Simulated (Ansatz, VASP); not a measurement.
# One calculation of PbSe, two programs

The input POSCAR:

```
PbSe
1.0
   -0.0286219739      3.0600802463      3.0600802463
    3.0600802463     -0.0286219739      3.0600802463
    3.0600802463      3.0600802463     -0.0286219739
Pb Se
1 1
Direct
    0.0000000000      0.0000000000      0.0000000000
    0.5000000000      0.5000000000      0.5000000000
```

The input INCAR.step1:

```
SYSTEM = PbSe
PREC = Accurate
ENCUT = 520
ISMEAR = 0
SIGMA = 0.01
LREAL = .False.
LASPH = .True.
NELM = 80
NBANDS = 17
GGA = PE
ALGO = Normal
EDIFF = 1E-4
LWAVE = .True.
LCHARG = .False.
```

Contents of INCAR.step2:

```
SYSTEM = PbSe
PREC = Accurate
ENCUT = 520
EDIFF = 1E-6
ISMEAR = 0
SIGMA = 0.01
LREAL = .False.
LASPH = .True.
NELM = 80
ALGO = Normal
ISIF = 2
LWAVE = .False.
LCHARG = .True.
METAGGA = R2SCAN
LMIXTAU = .True.
LELF = .True.
LVHAR = .True.
NBANDS = 17
ISTART = 1
```

The input KPOINTS:

```
regular mesh
0
Gamma
  8 8 8
  0 0 0
```

Input for Ansatz:

```yaml
crystal:
  lattice:
    - [-0.0286219739, 3.0600802463, 3.0600802463]
    - [3.0600802463, -0.0286219739, 3.0600802463]
    - [3.0600802463, 3.0600802463, -0.0286219739]
  atoms:
    - { symbol: Pb, position: [0.0, 0.0, 0.0] }
    - { symbol: Se, position: [0.5, 0.5, 0.5] }
kpoints:
  mp_grid: { grid: [8, 8, 8] }
  band_path:
    path:
      - [0.0, 0.0, 0.0]
      - [0.5, 0.0, 0.5]
      - [0.625, 0.25, 0.625]
      - [0.375, 0.375, 0.75]
      - [0.5, 0.5, 0.5]
      - [0.5, 0.25, 0.75]
    npoints: 1
hamiltonian:
  xc: r2scan
scf:
  occupations: { method: fixed }
  n_extra_bands: 4
output:
  forces: true
  stress: true
  eigenvalues: true
```

Change from the starting cell: shear_111 strain -1.4%.

Alike in both runs: task single point; functional r2SCAN; k mesh 8 × 8 × 8; no spin polarisation.

|  | VASP | Ansatz |
| --- | --- | --- |
| version | VASP 6.6.1 | Ansatz 0.2.0 |
| potentials or method | VASP PAW PBE potentials, release 64 (Pb_d, Se) | plane waves, PAW |
| plane-wave cutoff (eV) | 520 | 500 |
| occupations | gaussian, width 0.01 eV | fixed |
| valence electrons in the cell | 20 | 30 |

VASP gave:

| Property | Result |
| --- | --- |
| gap on the k mesh at the Fermi level (eV) | 0.53 |
| pressure (GPa) | 0.8 |
| traceless stress, the component that is largest in VASP (GPa) | 0.17 |

Q: What did Ansatz give for the same quantities?

A: gap on the k mesh at the Fermi level (eV): 0.53; pressure (GPa): 0.7; traceless stress, the component that is largest in VASP (GPa): 0.17.

VASP's potentials were made for PBE, not for r2SCAN. VASP's potentials hold 20 valence electrons a cell and Ansatz's 30, so a difference there can come from the potentials and not from the codes.

Neither program's run includes spin-orbit coupling.
